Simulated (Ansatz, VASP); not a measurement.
## One calculation of Ta4O, two programs

Contents of INCAR:

```
PREC = Accurate ; ENCUT = 520
EDIFF = 1E-6 ; ISMEAR = 0
SIGMA = 0.15 ; LREAL = F
LASPH = T ; NELM = 80
ALGO = Normal ; ISIF = 2
LWAVE = F ; LCHARG = F
GGA = PE ; NBANDS = 33
```

File KPOINTS:

```
Automatic mesh
0
Gamma
  14 14 8
```

The input POSCAR:

```
Ta4O
1.0
    3.2547070449      0.0000000000      0.0000000000
    0.0000000000      3.2547070449      0.0000000000
    0.0000000000      0.0000000000      7.1735250770
Ta O
4 1
Direct
    0.0000000000      0.0000000000      0.5000000000
    0.5000000000      0.5000000000      0.7829127273
    0.5000000000      0.5000000000      0.2170872727
    0.0000000000      0.0000000000      0.0000000000
    0.5000000000      0.5000000000      0.5000000000
```

Input for Ansatz:

```yaml
crystal:
  lattice:
    - [3.2547070449, 0.0, 0.0]
    - [0.0, 3.2547070449, 0.0]
    - [0.0, 0.0, 7.173525077]
  atoms:
    - { symbol: Ta, position: [0.0, 0.0, 0.5] }
    - { symbol: Ta, position: [0.5, 0.5, 0.7829127273] }
    - { symbol: Ta, position: [0.5, 0.5, 0.2170872727] }
    - { symbol: Ta, position: [0.0, 0.0, 0.0] }
    - { symbol: O, position: [0.5, 0.5, 0.5] }
basis:
  ecutwfc: 420
kpoints:
  mp_grid: { grid: [14, 14, 8] }
hamiltonian:
  xc: pbe
scf:
  occupations: { method: gaussian, width: 0.15 }
output:
  forces: true
  stress: true
  eigenvalues: true
```

Change from the starting cell: strain +0.000 along x and y, -0.030 along z, atoms carried along.

Alike in both runs: task single point; functional PBE; k mesh 14 × 14 × 8; occupations gaussian, width 0.15 eV; no spin polarisation.

|  | VASP | Ansatz |
| --- | --- | --- |
| version | VASP 6.6.1 | Ansatz 0.2.0 |
| potentials or method | VASP PAW PBE potentials, release 64 (Ta_pv, O), cutoff 520 eV | scalar-relativistic, plane waves, PAW |
| valence electrons in the cell | 50 | 58 |

Ansatz gave:

```
gap on the k mesh at the Fermi level (eV)                     : none
pressure (GPa)                                                : 8.5
traceless stress, the component that is largest in VASP (GPa) : 6.48
rms of the force components (eV/Å)                            : 0.172
```

Q: What did VASP give for the same quantities?

A: gap on the k mesh at the Fermi level (eV): none; pressure (GPa): 8.9; traceless stress, the component that is largest in VASP (GPa): 6.67; rms of the force components (eV/Å): 0.189.

Atom by atom the forces differ by 0.017 eV/Å (rms over components). A gap of «none» marks a metal or a gap that the smearing closes. With one functional, cell and mesh, what is left measures potentials, basis and numerics. VASP's potentials hold 50 valence electrons a cell and Ansatz's 58, so a difference there can come from the potentials and not from the codes.

Neither program's run includes spin-orbit coupling.
